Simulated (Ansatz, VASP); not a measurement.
**BaF2 in VASP and in Ansatz**

```
CELL_PARAMETERS angstrom
0.00000 3.10005 3.10005
3.10005 0.00000 3.10005
3.10005 3.10005 0.00000
ATOMIC_POSITIONS crystal
Ba 0.00000 0.00000 0.00000
F 0.25000 0.25000 0.25000
F 0.75000 0.75000 0.75000
```

Alike in both runs: task electric field gradients; functional PBE; k mesh 8 × 8 × 8; occupations fermi-dirac, width 0.03 eV; no spin polarisation.

```csv
,VASP,Ansatz
version,VASP 6.6.1,Ansatz 0.2.0
potentials or method,"VASP PAW PBE potentials, release 64 (Ba_sv, F_h)","PAW with Ansatz's default frozen-core files, scalar-relativistic"
plane-wave cutoff (eV),1010,420
valence electrons in the cell,24,24
```

```tsv
	VASP	Ansatz	Ansatz less VASP
gap on the k mesh at the Fermi level (eV)	6.77	6.83	+0.060
```

With one functional, cell and mesh, what is left measures potentials, basis and numerics.

Neither program's run includes spin-orbit coupling.
